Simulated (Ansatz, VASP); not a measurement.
**Two plane-wave programs on Au**

Contents of INCAR:

```
PREC = Accurate
ENCUT = 520
EDIFF = 1E-6
ISMEAR = -1
SIGMA = 0.1
LREAL = F
LASPH = T
NELM = 60
ALGO = Normal
ISIF = 2
LWAVE = F
LCHARG = T
GGA = RE
LELF = T
LVHAR = T
NBANDS = 12
```

The input KPOINTS:

```
regular mesh
0
Gamma
  21 21 21
```

The input POSCAR:

```
Au
1.0
    0.0000000000      2.0353848023      2.0353848023
    2.0353848023      0.0000000000      2.0353848023
    2.0353848023      2.0353848023      0.0000000000
Au
1
Direct
    0.0000000000      0.0000000000      0.0000000000
```

Input for Ansatz:

```yaml
crystal:
  lattice:
    - [0.0, 2.0353848023, 2.0353848023]
    - [2.0353848023, 0.0, 2.0353848023]
    - [2.0353848023, 2.0353848023, 0.0]
  atoms:
    - { symbol: Au, position: [0.0, 0.0, 0.0] }
hamiltonian:
  xc: revpbe
  pseudopotentials:
    kind: paw
    azcp:
      Au: "pseudopotentials/Au.paw.azcp"
basis:
  ecutwfc: 420
  fft_grid_basis: typed
kpoints:
  mp_grid: { grid: [21, 21, 21], shift: [0, 0, 0] }
magnetization:
  spin_polarized: false
scf:
  occupations: { method: fermi_dirac, width: 0.1 }
output:
  stress: true
```

Alike in both runs: task single point; functional revPBE; k mesh 21 × 21 × 21; occupations fermi-dirac, width 0.1 eV; no spin polarisation.

|  | VASP | Ansatz |
| --- | --- | --- |
| version | VASP 6.6.1 | Ansatz 0.2.0 |
| potentials or method | VASP PAW PBE potentials, release 64 (Au), cutoff 520 eV | plane waves (420 eV) with PAW, scalar-relativistic |
| valence electrons in the cell | 11 | 19 |

```tsv
	VASP	Ansatz	Ansatz less VASP
pressure (GPa)	13.3	13.6	+0.33
```

VASP's potentials were made for PBE, not for revPBE. The functional is the same, so the differences come from potentials, cutoffs and numerics. VASP's potentials hold 11 valence electrons a cell and Ansatz's 19, so a difference there can come from the potentials and not from the codes.

Spin-orbit coupling is off throughout.
